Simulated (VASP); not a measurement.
# Na (Pm-3m) in VASP: a series of runs, part 2 of 2

VASP 6.6.1. The steps go on from the part before.

**4. Single point, PBE**

This run uses another cell than the first one, of 22.56 Å³/atom, 1.397 times its volume.

INCAR

```
ALGO     = Normal         # electronic algorithm
EDIFF    = 1E-6           # SCF threshold, eV
ENCUT    = 520            # plane-wave cutoff, eV
GGA      = PE             # functional
ISIF     = 2              # what is computed and relaxed
ISMEAR   = 1              # smearing method
LASPH    = T              # aspherical terms in the spheres
LCHARG   = F              # write CHGCAR
LREAL    = F              # projectors in reciprocal space
LWAVE    = F              # write WAVECAR
NBANDS   = 10             # bands
NELM     = 80             # most SCF steps
PREC     = Accurate       # precision mode
SIGMA    = 0.1            # smearing width, eV
```

KPOINTS

```
k-points
0
Gamma
  12 12 12
```

POSCAR

```
Na
1.0
    2.8255500000      0.0000000000      0.0000000000
    0.0000000000      2.8255500000      0.0000000000
    0.0000000000      0.0000000000      2.8255500000
Na
1
Direct
    0.0000000000      0.0000000000      0.0000000000
```

Potentials or basis: VASP PAW PBE potentials, release 64 (Na_pv).

Run with:

```sh
> cat potpaw_PBE.64/Na_pv/POTCAR > POTCAR
> mpirun -np 1 vasp_std > vasp.out
```

OUTCAR:

```text
EDIFF = 1E-6
   ENCUT = 520
   GGA = PE
   ISIF = 2
   ISMEAR = 1
   LASPH = T
   LREAL = F
   NELM = 80
   PREC = Accurate

 ion  position               nearest neighbor table
   1  0.000  0.000  0.000-

  LATTYP: Found a simple cubic cell.
 ALAT       =     2.8255500000

  Lattice vectors:

 A1 = (   2.8255500000,   0.0000000000,   0.0000000000)
 A2 = (   0.0000000000,   2.8255500000,   0.0000000000)
 A3 = (   0.0000000000,   0.0000000000,   2.8255500000)

Analysis of symmetry for initial positions (statically):
=====================================================================
 Subroutine PRICEL returns:
 Original cell was already a primitive cell.

 Routine SETGRP: Setting up the symmetry group for a
 simple cubic supercell.

 Subroutine GETGRP returns: Found 48 space group operations
 (whereof 48 operations were pure point group operations)
 out of a pool of 48 trial point group operations.

The static configuration has the point symmetry O_h .

Analysis of symmetry for dynamics (positions and initial velocities):
=====================================================================
 Subroutine PRICEL returns:
 Original cell was already a primitive cell.

 Routine SETGRP: Setting up the symmetry group for a
 simple cubic supercell.

 Subroutine GETGRP returns: Found 48 space group operations
 (whereof 48 operations were pure point group operations)
 out of a pool of 48 trial point group operations.

The dynamic configuration has the point symmetry O_h .

 Subroutine INISYM returns: Found 48 space group operations
 (whereof 48 operations are pure point group operations),
 and found     1 'primitive' translations

----------------------------------------------------------------------------------------

                                     Primitive cell

  volume of cell :      22.5584

  direct lattice vectors                    reciprocal lattice vectors
[... 104 lines left out ...]
     AMIX     =   0.40;   BMIX     =  1.00
     AMIX_MAG =   1.60;   BMIX_MAG =  1.00
  volume/ion in A,a.u.               =      22.56       152.23
  Fermi-wavevector in a.u.,A,eV,Ry     =   1.108335  2.094450 16.713495  1.228407
  Thomas-Fermi vector in A             =   2.244861
   LORBIT       =      0    0 simple, 1 ext, 2 COOP (PROOUT), +10 PAW based schemes
   GGA     = PE    functional components
   LHFCALC =     F    Hartree Fock is set to
   AEXX    =    0.0000 exact exchange contribution
   IVDW    =     0    specifies the selected vdW correction
   LEPSILON=     F    determine dielectric tensor
   LRPA    =     F    only Hartree local field effects (RPA)
 non-spin polarized calculation
 Methfessel and Paxton  Order N= 1 SIGMA  =   0.10
  energy-cutoff  :      520.00
  volume of cell :       22.56
 maximum number of plane-waves:       627
 NGX is ok and might be reduce to    24
   NGX = 11   NGY = 11   NGZ = 11

 number of electron       6.9999995 magnetization

 Free energy of the ion-electron system (eV)
  ---------------------------------------------------
  ext. energy  EPLUGINS =         0.00000000
  ---------------------------------------------------
  free energy    TOTEN  =        -0.84920500 eV

  energy without entropy =       -0.84886147  energy(sigma->0) =       -0.84909049

 E-fermi :   2.2523     XC(G=0):  -7.9621

 val. band max:        2.2073105809   @ k =   0.3333   0.2500   0.2500
 cond. band min:       2.3018203716   @ k =   0.5000   0.0833   0.0833
 fundamental gap:      0.0945097907
 Fermi energy:         2.2523364950

 k-point     1 :       0.0000    0.0000    0.0000
  band No.  band energies     occupation
      1     -22.7839      2.00000
      2     -22.7839      2.00000
      3     -22.7839      2.00000
      4      -2.2101      2.00000
      5      13.1277      0.00000
      6      13.1277      0.00000
      7      16.2139      0.00000
      8      16.2139      0.00000
      9      16.2139      0.00000
     10      20.9745      0.00000
[... 287 lines left out ...]
 k-point    24 :       0.4167    0.3333    0.0000
  band No.  band energies     occupation
      1     -22.9993      2.00000
      2     -22.9468      2.00000
      3     -22.7459      2.00000
      4       3.0141     -0.00000
      5       6.1665      0.00000
      6       8.9147      0.00000
      7      12.2058      0.00000
      8      19.8115      0.00000
      9      21.3171      0.00000
     10      22.1339      0.00000

 [... further k-points ...]
[... 5 lines left out ...]
  --------------------------------------------------------------------------------------
  -------------------------------------------------------------------------------------
  Total        1.3925881      1.3925881      1.3925881     -0.0000000     -0.0000000      0.0000000
  in kB       98.9063748     98.9063748     98.9063748     -0.0000000     -0.0000000      0.0000000
  external PRESSURE =      98.9063748 kB  Pullay stress =       0.0000000 kB

 VOLUME and BASIS-vectors are now :
 -----------------------------------------------------------------------------
  energy-cutoff  :      520.00
  volume of cell :       22.56
      direct lattice vectors                 reciprocal lattice vectors
     2.825550000  0.000000000  0.000000000     0.353913397  0.000000000  0.000000000
     0.000000000  2.825550000  0.000000000     0.000000000  0.353913397  0.000000000
     0.000000000  0.000000000  2.825550000     0.000000000  0.000000000  0.353913397

 POSITION                                       TOTAL-FORCE (eV/Angst)
 -----------------------------------------------------------------------------------
      0.00000      0.00000      0.00000         0.000000      0.000000      0.000000
 -----------------------------------------------------------------------------------
    total drift:                                0.000000     -0.000000      0.000000

  FREE ENERGIE OF THE ION-ELECTRON SYSTEM (eV)
  ---------------------------------------------------
  free  energy   TOTEN  =        -0.8492049956 eV

  energy  without entropy=       -0.8488614724  energy(sigma->0) =       -0.84909049
```

stdout:

```text
POSCAR found type information on POSCAR Na
 POSCAR found :  1 types and       1 ions
 scaLAPACK will be used
 LDA part: xc-table for (Slater+PW92), standard interpolation
 POSCAR, INCAR and KPOINTS ok, starting setup
 FFT: planning ... GRIDC
 FFT: planning ... GRID_SOFT
 FFT: planning ... GRID
 WAVECAR not read
 entering main loop
```

Wall time 7.1 s (1 thread of Intel Xeon Platinum 8259CL at 2.50GHz (Skylake/Cascade Lake), shared host); peak memory 0.14 GiB.

Results:

```yaml
Free_energy: -0.8492 eV
Pressure: 9.9 GPa
```

**5. Single point, PBE**

This run uses another cell than the first one, of 39.72 Å³/atom, 2.460 times its volume.

INCAR

```
PREC = Accurate
ENCUT = 520
EDIFF = 1E-6
ISMEAR = 1
SIGMA = 0.1
LREAL = False
LASPH = True
NELM = 80
ALGO = Normal
ISIF = 2
LWAVE = False
LCHARG = False
GGA = PE
NBANDS = 10
```

KPOINTS

```
Automatic mesh
0
Gamma
  12 12 12
```

POSCAR

```
Na
1.0
    3.4119136922      0.0000000000      0.0000000000
    0.0000000000      3.4119136922      0.0000000000
    0.0000000000      0.0000000000      3.4119136922
Na
1
Direct
    0.0000000000      0.0000000000      0.0000000000
```

Run with:

```sh
> cat potpaw_PBE.64/Na_pv/POTCAR > POTCAR
> mpirun -np 1 vasp_std > vasp.out
```

It took 16 s on 1 thread of Intel Xeon Platinum 8259CL at 2.50GHz (Skylake/Cascade Lake), shared host; peak memory 0.16 GiB.

The run converged. Its results:

* Free energy: -1.1919 eV
* Pressure: 0.0 GPa

Levels at points of the mesh, in eV from the Fermi level:
```csv
k point,band 1,band 2,band 3,band 4,band 5,band 6
"(0.00, 0.00, 0.00)",-25.12,-25.12,-25.12,-3.14,8.21,8.21
"(0.50, 0.00, 0.00)",-25.16,-25.11,-25.11,0.04,0.18,10.48
"(0.50, 0.50, 0.00)",-25.16,-25.16,-25.11,2.96,2.96,3.18
"(0.50, 0.50, 0.50)",-25.15,-25.15,-25.15,5.83,5.83,5.83
```

**6. Summary**

```tsv
cell	gap on the mesh (eV)	pressure (GPa)
a = 2.527 Å, 1 atom	none	30.1
a = 2.640 Å, 1 atom	none	19.9
a = 2.826 Å, 1 atom	none	9.9
a = 3.412 Å, 1 atom	none	0.0
```

Alike in all rows: task single point; level PBE; potentials or basis VASP PAW PBE potentials, release 64 (Na_pv); no spin polarisation; k mesh 12 × 12 × 12; cutoff (eV) 520; smearing methfessel-paxton 0.1 eV.

Absolute energies hang on the potentials; compare differences alone.
